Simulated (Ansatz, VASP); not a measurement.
Two plane-wave programs on Y

```
CELL_PARAMETERS angstrom
3.78146 0.00000 0.00000
-1.89073 3.27484 0.00000
0.00000 0.00000 5.90639
ATOMIC_POSITIONS crystal
Y 0.33333 0.66667 0.25000
Y 0.66667 0.33333 0.75000
```

Alike in both runs: task single point; functional revPBE; k mesh 16 × 16 × 9; occupations fermi-dirac, width 0.1 eV; no spin polarisation.

```csv
,VASP,Ansatz
version,VASP 6.6.1,Ansatz 0.2.0
potentials or method,"VASP PAW PBE potentials, release 64 (Y_sv), cutoff 520 eV","plane waves (420 eV) with PAW, scalar-relativistic"
valence electrons in the cell,22,22
```

VASP gave:

| Property | Result |
| --- | --- |
| pressure (GPa) | -2.7 |

**Question.** Estimate Ansatz's values.

**Answer.** Pressure (GPa): -2.6.

VASP's potentials were made for PBE, not for revPBE.
